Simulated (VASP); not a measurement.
Here is a VASP 6.6.1 calculation.

The input INCAR:

```
PREC = Accurate
ENCUT = 520
EDIFF = 1E-8
ISMEAR = -1
SIGMA = 0.05
LREAL = False
LASPH = True
NELM = 80
ALGO = Normal
ISIF = 2
LWAVE = False
LCHARG = False
LEFG = True
NBANDS = 18
```

File KPOINTS:

```
Automatic mesh
0
Gamma
  9 9 9
```

Contents of POSCAR:

```
LaZn
1.0
    3.7248314564      0.0000000000      0.0000000000
    0.0000000000      3.7248314564      0.0000000000
    0.0000000000      0.0000000000      3.7248314564
La Zn
1 1
Direct
    0.5000000000      0.5000000000      0.5000000000
    0.0000000000      0.0000000000      0.0000000000
```

Potentials or basis: VASP PAW LDA potentials, release 64 (La, Zn).

Launch:

```bash
$ cat potpaw_LDA.64/La/POTCAR potpaw_LDA.64/Zn/POTCAR > POTCAR
$ mpirun -np 1 vasp_std > vasp.out
```

Estimate the band gap on the k mesh.

zero (an odd number of electrons rules out a gap without spin polarisation).

Estimate the pressure.

-3.1 GPa.

Caveat: the cell stands under tension; spin-orbit coupling is left out, which moves the levels of the heavy elements.
